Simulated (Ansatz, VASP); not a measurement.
**Two plane-wave programs on CaC2**

INCAR

```
PREC = Accurate
ENCUT = 600
EDIFF = 1E-6
ISMEAR = 0
SIGMA = 0.05
LREAL = False
LASPH = True
NELM = 120
ALGO = Normal
ISIF = 2
LWAVE = False
LCHARG = False
GGA = CA
NBANDS = 16
GGA_COMPAT = False
```

The input KPOINTS:

```
Automatic mesh
0
Gamma
  10 10 10
```

File POSCAR:

```
CaC2
1.0
   -1.8789219473      1.8789219473      3.4526916897
    1.8789219473     -1.8789219473      3.4526916897
    1.8789219473      1.8789219473     -3.4526916897
Ca C
1 2
Direct
    0.0000000000      0.0000000000      0.0000000000
    0.5996770466      0.5996770466      0.0000000000
    0.4003229534      0.4003229534      0.0000000000
```

Input for Ansatz:

```yaml
crystal:
  lattice:
    - [-1.8789219473, 1.8789219473, 3.4526916897]
    - [1.8789219473, -1.8789219473, 3.4526916897]
    - [1.8789219473, 1.8789219473, -3.4526916897]
  atoms:
    - { symbol: Ca, position: [0.0, 0.0, 0.0] }
    - { symbol: C, position: [0.5996770466, 0.5996770466, 0.0] }
    - { symbol: C, position: [0.4003229534, 0.4003229534, 0.0] }
basis:
  ecutwfc: 420
kpoints:
  mp_grid: { grid: [10, 10, 10] }
hamiltonian:
  xc: lda
scf:
  occupations: { method: gaussian, width: 0.05 }
output:
  forces: true
  stress: true
  eigenvalues: true
```

Change from the starting cell: strain +0.1000 x Voigt [0, 0, 1, 0, 0, 0], atoms carried along.

Alike in both runs: task single point; functional LDA; k mesh 10 × 10 × 10; occupations gaussian, width 0.05 eV; no spin polarisation.

```csv
,VASP,Ansatz
version,VASP 6.6.1,Ansatz 0.2.0
potentials or method,"VASP PAW LDA potentials, release 64 (Ca_sv, C), cutoff 600 eV","scalar-relativistic, plane waves, PAW"
valence electrons in the cell,18,18
```

```tsv
	VASP	Ansatz	Ansatz less VASP
gap on the k mesh at the Fermi level (eV)	0.46	0.48	+0.011
least direct gap on the mesh (eV)	1.62	1.63	+0.011
pressure (GPa)	-14.1	-14.3	-0.27
traceless stress, the component that is largest in VASP (GPa)	-26.27	-26.40	-0.134
rms of the force components (eV/Å)	2.884	2.924	+0.0391
```

LDA's correlation is that of Perdew and Zunger in VASP and of Perdew and Wang (1992) in Ansatz. Atom by atom the forces differ by 0.039 eV/Å (rms over components).
